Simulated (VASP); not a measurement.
# Bi (P-1) in VASP: further runs

Bi is run at these levels: PBE; tasks: single point.

All numbers are computed with VASP 6.6.1; they aren't measurements. Logs are shortened: lines on timing, memory, paths and dates and some standing lists are left out, and cuts for length are marked.

## 1. The cell of the first run

The typed cell holds 2 atoms: a = 4.540 Å, b = 4.598 Å, c = 11.832 Å, α = 90.62°, β = 91.71°, γ = 121.27°.

## 2. Single point, PBE (equal xy, yz and zx shear strains of -3 %)

File INCAR:

```
ALGO = Normal
EDIFF = 1E-7
ENCUT = 520
GGA = PE
ISIF = 2
ISMEAR = -1
LASPH = True
LCHARG = True
LELF = True
LREAL = False
LVHAR = True
LWAVE = False
NBANDS = 22
NELM = 80
PREC = Accurate
SIGMA = 0.03
```

File KPOINTS:

```
k-points
0
Gamma
  9 9 3
```

File POSCAR:

```
Bi
1.0
    4.5390002997     -0.0680850045     -0.0680850045
   -2.3284634934      3.9649320696     -0.0249208413
   -0.1774350000     -0.1774350000     11.8290000000
Bi
2
Direct
    0.3333333333      0.6666666667      0.2500000000
    0.6666666667      0.3333333333      0.7500000000
```

Potentials or basis: VASP PAW PBE potentials, release 64 (Bi_d).

The run is started by

```
> cat potpaw_PBE.64/Bi_d/POTCAR > POTCAR
> mpirun -np 1 vasp_std > vasp.out
```

OUTCAR:

```text
EDIFF = 1E-7
   ENCUT = 520
   GGA = PE
   ISIF = 2
   ISMEAR = -1
   LASPH = True
   LREAL = False
   NELM = 80
   PREC = Accurate

 ion  position               nearest neighbor table
   1  0.333  0.667  0.250-
   2  0.667  0.333  0.750-

  LATTYP: Found a triclinic cell.
 ALAT       =     4.4811315656
 B/A-ratio  =     1.0131417463
 C/A-ratio  =     2.6403289108
 COS(alpha) =     0.0297616073
 COS(beta)  =     0.0411893908
 COS(gamma) =     0.4804578458

  Lattice vectors:

 A1 = (   2.2105368063,   3.8968470651,  -0.0930058458)
 A2 = (   4.5390002997,  -0.0680850045,  -0.0680850045)
 A3 = (   0.1774350000,   0.1774350000, -11.8290000000)

Analysis of symmetry for initial positions (statically):
=====================================================================
 Subroutine PRICEL returns:
 Original cell was already a primitive cell.

 Routine SETGRP: Setting up the symmetry group for a
 triclinic supercell.

 Subroutine GETGRP returns: Found  2 space group operations
 (whereof  2 operations were pure point group operations)
 out of a pool of  2 trial point group operations.

The static configuration has the point symmetry S_2 .

Analysis of symmetry for dynamics (positions and initial velocities):
=====================================================================
 Subroutine PRICEL returns:
 Original cell was already a primitive cell.

 Routine SETGRP: Setting up the symmetry group for a
 triclinic supercell.

 Subroutine GETGRP returns: Found  2 space group operations
 (whereof  2 operations were pure point group operations)
 out of a pool of  2 trial point group operations.

The dynamic configuration has the point symmetry S_2 .

 Subroutine INISYM returns: Found  2 space group operations
 (whereof  2 operations are pure point group operations),
 and found     1 'primitive' translations

----------------------------------------------------------------------------------------

                                     Primitive cell

  volume of cell :     210.9128

[... 77 lines left out ...]
   NGXF,Y,Z  is equivalent  to a cutoff of  26.36, 26.03, 25.29 a.u.
 SYSTEM =  unknown system
   PREC   = accura    normal or accurate (medium, high low for compatibility)
   ISTART =      0    job   : 0-new  1-cont  2-samecut
   ICHARG =      2    charge: 1-file 2-atom 10-const
   ISPIN  =      1    spin polarized calculation?
   LNONCOLLINEAR =      F non collinear calculations
   LSORBIT =      F    spin-orbit coupling
   LASPH  =      T    aspherical Exc in radial PAW
   ENCUT  =  520.0 eV  38.22 Ry    6.18 a.u.   8.44  8.55 22.00*2*pi/ulx,y,z
   NELM   =     80;   NELMIN=  2; NELMDL= -5     # of ELM steps
   EDIFF  = 0.1E-06   stopping-criterion for ELM
   LREAL  =      F    real-space projection
   EDIFFG = 0.1E-05   stopping-criterion for IOM
   NSW    =      0    number of steps for IOM
   IBRION =     -1    ionic relax: 0-MD 1-quasi-New 2-CG
   NFREE  =      0    steps in history (QN), initial steepest desc. (CG)
   ISIF   =      2    stress and relaxation
   ISYM   =      2    0-nonsym 1-usesym 2-fastsym
   POTIM  = 0.5000    time-step for ionic-motion
   TEBEG  =    0.0;   TEEND  =   0.0 temperature during run
   PSTRESS=    0.0 pullay stress
   NELECT =      30.0000    total number of electrons
   NUPDOWN=      -1.0000    fix difference up-down
   EMIN   =  10.00;   EMAX   =-10.00  energy-range for DOS
   EFERMI =   0.00;   METHOD = LEGACY
   ISMEAR =    -1;   SIGMA  =   0.03  broadening in eV -4-tet -1-fermi 0-gaus
   EFERMI_NEDOS =   21; number of points for ismear=-14 and -15
   IALGO  =     38    algorithm
   IMIX   =      4    mixing-type and parameters
     AMIX     =   0.40;   BMIX     =  1.00
     AMIX_MAG =   1.60;   BMIX_MAG =  1.00
  volume/ion in A,a.u.               =     105.46       711.65
  Fermi-wavevector in a.u.,A,eV,Ry     =   0.854570  1.614903  9.936196  0.730290
  Thomas-Fermi vector in A             =   1.971186
   LORBIT       =      0    0 simple, 1 ext, 2 COOP (PROOUT), +10 PAW based schemes
   GGA     = PE    functional components
   LHFCALC =     F    Hartree Fock is set to
   AEXX    =    0.0000 exact exchange contribution
   IVDW    =     0    specifies the selected vdW correction
   LEPSILON=     F    determine dielectric tensor
   LRPA    =     F    only Hartree local field effects (RPA)
 non-spin polarized calculation
  energy-cutoff  :      520.00
  volume of cell :      210.91
 maximum number of plane-waves:      5713
 NGX is ok and might be reduce to    36
   NGX = 17   NGY = 17   NGZ = 43

 number of electron      29.9999997 magnetization

 Free energy of the ion-electron system (eV)
  ---------------------------------------------------
  ext. energy  EPLUGINS =         0.00000000
  ---------------------------------------------------
  free energy    TOTEN  =        -3.22414960 eV

  energy without entropy =       -3.20218738  energy(sigma->0) =       -3.21316849

 E-fermi :  -1.0480     XC(G=0):  -5.3174

 val. band max:       -1.0494443910   @ k =  -0.4444   0.1111   0.3333
 cond. band min:      -1.0455494393   @ k =  -0.1111   0.4444   0.3333
 fundamental gap:      0.0038949517
 Fermi energy:        -1.0480398599

 k-point     1 :       0.0000    0.0000    0.0000
  band No.  band energies     occupation
      1     -23.8720      2.00000
      2     -23.8719      2.00000
      3     -23.8695      2.00000
      4     -23.8695      2.00000
      5     -23.8640      2.00000
      6     -23.8640      2.00000
[... 589 lines left out ...]
     21       4.4742      0.00000
     22       4.9708      0.00000

 [... further k-points ...]

------------------------ aborting loop because EDIFF is reached ----------------------------------------

  FORCE on cell =-STRESS in cart. coord.  units (eV):
  Direction    XX          YY          ZZ          XY          YZ          ZX
  --------------------------------------------------------------------------------------
  -------------------------------------------------------------------------------------
  Total       -6.2577208     -6.2896740     -0.4616401     -0.1460277      0.0781935      0.0777770
  in kB      -47.5361338    -47.7788634     -3.5068015     -1.1092845      0.5939889      0.5908251
  external PRESSURE =     -32.9405996 kB  Pullay stress =       0.0000000 kB

 VOLUME and BASIS-vectors are now :
 -----------------------------------------------------------------------------
  energy-cutoff  :      520.00
  volume of cell :      210.91
      direct lattice vectors                 reciprocal lattice vectors
     4.539000300 -0.068085005 -0.068085005     0.222351432  0.130612360  0.005294457
    -2.328463493  3.964932070 -0.024920841     0.003875811  0.254511617  0.003875811
    -0.177435000 -0.177435000 11.829000000     0.001287969  0.001287969  0.084576639

 POSITION                                       TOTAL-FORCE (eV/Angst)
 -----------------------------------------------------------------------------------
     -0.08367      2.57623      2.91794        -0.003011      0.000158     -0.001087
      2.11677      1.14318      8.81805         0.003011     -0.000158      0.001087
 -----------------------------------------------------------------------------------
    total drift:                               -0.000000      0.000000      0.000000

  FREE ENERGIE OF THE ION-ELECTRON SYSTEM (eV)
  ---------------------------------------------------
  free  energy   TOTEN  =        -3.2241495954 eV

  energy  without entropy=       -3.2021873823  energy(sigma->0) =       -3.21316849
```

OSZICAR:

```text
N       E                     dE             d eps       ncg     rms          rms(c)
DAV:   1     0.262186431114E+03    0.26219E+03   -0.14316E+04  5792   0.117E+03
DAV:   2     0.171223873914E+02   -0.24506E+03   -0.24091E+03  5886   0.318E+02
DAV:   3    -0.255950874430E+01   -0.19682E+02   -0.19448E+02  6424   0.117E+02
DAV:   4    -0.320997097336E+01   -0.65046E+00   -0.64973E+00  6810   0.236E+01
DAV:   5    -0.323283887797E+01   -0.22868E-01   -0.22867E-01  7618   0.410E+00    0.785E-01
DAV:   6    -0.322062607351E+01    0.12213E-01   -0.34360E-02  6558   0.139E+00    0.499E-01
DAV:   7    -0.322262192695E+01   -0.19959E-02   -0.40237E-02  6304   0.124E+00    0.128E-01
DAV:   8    -0.322381246553E+01   -0.11905E-02   -0.31690E-03  5920   0.668E-01    0.509E-02
DAV:   9    -0.322404451677E+01   -0.23205E-03   -0.20285E-04  6440   0.911E-02    0.261E-02
DAV:  10    -0.322414370455E+01   -0.99188E-04   -0.10535E-04  6608   0.453E-02    0.330E-03
DAV:  11    -0.322414867296E+01   -0.49684E-05   -0.49804E-06  6238   0.177E-02    0.172E-03
DAV:  12    -0.322414952389E+01   -0.85093E-06   -0.21617E-06  5728   0.107E-02    0.628E-04
DAV:  13    -0.322414959541E+01   -0.71517E-07   -0.95649E-08  5074   0.236E-03
   1 F= -.32241496E+01 E0= -.32131685E+01  d E =-.219622E-01
```

Wall time 3.6 min (1 thread of Intel Xeon 6975P-C (Granite Rapids), shared host); peak memory 0.63 GiB.

What came out:

| Property | Result |
| --- | --- |
| Free energy | -3.2241 eV |
| Pressure | -3.3 GPa |
| Largest force | 0.003 eV/Å |
| Band gap on the k mesh | zero (bands 15 and 16 overlap by 2.06 eV) |

Forces on the atoms (eV/Å):
```
Bi  -0.003  0.000 -0.001
Bi   0.003  0.000  0.001
```

Levels at points of the mesh, in eV from the Fermi level:
```tsv
k point	band 12	band 13	band 14	band 15	band 16	band 17	band 18	band 19
(0.00, 0.00, 0.00)	-10.30	-0.84	-0.34	1.37	1.38	1.49	1.50	3.04
```

Caveat: the cell differs from its parent crystal (equal xy, yz and zx shear strains of -3 %); the cell stands under tension; spin-orbit coupling is left out, which moves the levels of the heavy elements.

## 3. Single point, PBE (equal xy, yz and zx shear strains of -2 %)

File INCAR:

```
SYSTEM = Bi
  PREC = Accurate
  ENCUT = 520
  EDIFF = 1E-7
  ISMEAR = -1
  SIGMA = 0.03
  LREAL = .False.
  LASPH = .True.
  NELM = 100
  ALGO = Normal
  ISIF = 2
  LWAVE = .False.
  LCHARG = .False.
  GGA = PE
  NBANDS = 22
```

File KPOINTS:

```
regular mesh
0
Gamma
  9 9 3
  0 0 0
```

File POSCAR:

```
Bi
1.0
    4.5390002997     -0.0453900030     -0.0453900030
   -2.3088090456      3.9535845689     -0.0166138942
   -0.1182900000     -0.1182900000     11.8290000000
Bi
2
Direct
    0.3333333333      0.6666666667      0.2500000000
    0.6666666667      0.3333333333      0.7500000000
```

Potentials or basis: VASP PAW PBE potentials, release 64 (Bi_d).

The run is started by

```
> cat potpaw_PBE.64/Bi_d/POTCAR > POTCAR
> mpirun -np 1 vasp_std > vasp.out
```

OUTCAR:

```text
SYSTEM = Bi
   PREC = Accurate
   ENCUT = 520
   EDIFF = 1E-7
   ISMEAR = -1
   LREAL = .False.
   LASPH = .True.
   NELM = 100
   ISIF = 2
   GGA = PE

 ion  position               nearest neighbor table
   1  0.333  0.667  0.250-
   2  0.667  0.333  0.750-

  LATTYP: Found a triclinic cell.
 ALAT       =     4.5001758052
 B/A-ratio  =     1.0087281861
 C/A-ratio  =     2.6288268176
 COS(alpha) =     0.0198960208
 COS(beta)  =     0.0274156886
[... 788 lines left out ...]

 [... further k-points ...]

------------------------ aborting loop because EDIFF is reached ----------------------------------------

  FORCE on cell =-STRESS in cart. coord.  units (eV):
  Direction    XX          YY          ZZ          XY          YZ          ZX
  --------------------------------------------------------------------------------------
  -------------------------------------------------------------------------------------
  Total       -6.2696133     -6.2842523     -0.4552173     -0.0988334      0.0509165      0.0508970
  in kB      -47.6083825    -47.7195444     -3.4566982     -0.7504927      0.3866352      0.3864873
  external PRESSURE =     -32.9282084 kB  Pullay stress =       0.0000000 kB

 VOLUME and BASIS-vectors are now :
 -----------------------------------------------------------------------------
  energy-cutoff  :      520.00
  volume of cell :      210.99
      direct lattice vectors                 reciprocal lattice vectors
     4.539000300 -0.045390003 -0.045390003     0.221642431  0.129449205  0.003510916
    -2.308809046  3.953584569 -0.016613894     0.002570169  0.254446746  0.002570169
    -0.118290000 -0.118290000 11.829000000     0.000854092  0.000854092  0.084555082

 POSITION                                       TOTAL-FORCE (eV/Angst)
 -----------------------------------------------------------------------------------
     -0.05578      2.59102      2.93104        -0.001944      0.000107     -0.000431
      2.16768      1.19888      8.83595         0.001944     -0.000107      0.000431
 -----------------------------------------------------------------------------------
    total drift:                               -0.000000      0.000000      0.000000

  FREE ENERGIE OF THE ION-ELECTRON SYSTEM (eV)
  ---------------------------------------------------
  free  energy   TOTEN  =        -3.2225825391 eV

  energy  without entropy=       -3.2005289062  energy(sigma->0) =       -3.21155572
```

OSZICAR:

```text
N       E                     dE             d eps       ncg     rms          rms(c)
DAV:   1     0.261405143665E+03    0.26141E+03   -0.14396E+04  5816   0.117E+03
DAV:   2     0.168219854619E+02   -0.24458E+03   -0.24070E+03  5866   0.318E+02
DAV:   3    -0.256740987793E+01   -0.19389E+02   -0.19168E+02  6394   0.116E+02
DAV:   4    -0.320918752653E+01   -0.64178E+00   -0.64024E+00  6798   0.235E+01
DAV:   5    -0.323131685971E+01   -0.22129E-01   -0.22128E-01  7692   0.405E+00    0.785E-01
DAV:   6    -0.321906436349E+01    0.12252E-01   -0.34375E-02  6526   0.140E+00    0.500E-01
DAV:   7    -0.322104500940E+01   -0.19806E-02   -0.40130E-02  6262   0.123E+00    0.128E-01
DAV:   8    -0.322223017477E+01   -0.11852E-02   -0.30774E-03  5950   0.658E-01    0.514E-02
DAV:   9    -0.322248760436E+01   -0.25743E-03   -0.21657E-04  6320   0.864E-02    0.249E-02
DAV:  10    -0.322257653362E+01   -0.88929E-04   -0.92276E-05  6666   0.419E-02    0.327E-03
DAV:  11    -0.322258208670E+01   -0.55531E-05   -0.58915E-06  6100   0.184E-02    0.176E-03
DAV:  12    -0.322258249018E+01   -0.40347E-06   -0.16232E-06  5782   0.109E-02    0.606E-04
DAV:  13    -0.322258253906E+01   -0.48884E-07   -0.82358E-08  4934   0.195E-03
   1 F= -.32225825E+01 E0= -.32115557E+01  d E =-.220536E-01
```

stdout:

```text
POSCAR found type information on POSCAR Bi
 POSCAR found :  1 types and       2 ions
 scaLAPACK will be used
 LDA part: xc-table for (Slater+PW92), standard interpolation
 POSCAR, INCAR and KPOINTS ok, starting setup
 FFT: planning ... GRIDC
 FFT: planning ... GRID_SOFT
 FFT: planning ... GRID
 WAVECAR not read
 entering main loop
```

It took 10 min on 1 thread of Oxide Virtual Turin-like, shared host; peak memory 0.6 GiB.

Results:

```
Free energy            : -3.2226 eV
Pressure               : -3.3 GPa
Band gap on the k mesh : zero (bands 15 and 16 overlap by 2.08 eV)
```

Stress tensor (GPa, compression positive):
```
-4.76 -0.08  0.04
-0.08 -4.77  0.04
 0.04  0.04 -0.35
```

Caveat: the cell differs from its parent crystal (equal xy, yz and zx shear strains of -2 %); the cell stands under tension; spin-orbit coupling is left out, which moves the levels of the heavy elements.
